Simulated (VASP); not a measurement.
Wanted: the native input for a VASP 6.6.1 run.

* Task: relaxation of cell and atoms
* Functional: PBE
* Potentials or basis: VASP PAW PBE potentials, release 64 (Mg)
* Cutoff: 600 eV
* k mesh: 16 × 16 × 16
* Occupations: gaussian, width 0.1 eV
* Spin: no spin polarisation
* Dipole correction: no
* Further INCAR settings: ALGO = Normal; EDIFF = 1e-06; IBRION = 2; EDIFFG = -0.01; NSW = 80; ISIF = 3

The structure of Mg lies in POSCAR:

```
Mg
1.0
    0.0000000000      2.2561674633      2.2561674633
    2.2561674633      0.0000000000      2.2561674633
    2.2561674633      2.2561674633      0.0000000000
Mg
1
Direct
    0.0000000000      0.0000000000      0.0000000000
```

These files were run (other wordings do the same):

INCAR

```
PREC = Accurate
ENCUT = 600
EDIFF = 1E-6
ISMEAR = 0
SIGMA = 0.1
LREAL = False
LASPH = True
NELM = 60
ALGO = Normal
ISIF = 3
LWAVE = False
LCHARG = False
GGA = PE
IBRION = 2
NSW = 80
EDIFFG = -0.01
```

KPOINTS

```
regular mesh
0
Gamma
  16 16 16
```

Potentials or basis: VASP PAW PBE potentials, release 64 (Mg).

Run with:

```sh
$ cat potpaw_PBE.64/Mg/POTCAR > POTCAR
$ mpirun -np 1 vasp_std > vasp.out
```

Results of the run:

```json
{"Relaxed volume": "23.03 Å³/atom", "Relaxed cell": "a = 3.193 Å, b = 3.193 Å, c = 3.193 Å, α = 60.00°, β = 60.00°, γ = 60.00°", "Space group after relaxing (to 0.05 Å)": "Fm-3m (No. 225)", "Energy gained by relaxing": "0.0 meV/atom", "Ionic steps": "2", "Pressure after relaxing": "0.0 GPa", "Band gap on the k mesh": "zero (band 1 reaches 4.05 eV, above the bottom of band 2 at 1.32 eV)"}
```

Wall time 17 s on 1 thread of Intel(R) Xeon(R) Platinum 8259CL CPU @ 2.50GHz (Skylake/Cascade Lake), with other jobs on the host, peak memory 0.17 GiB.
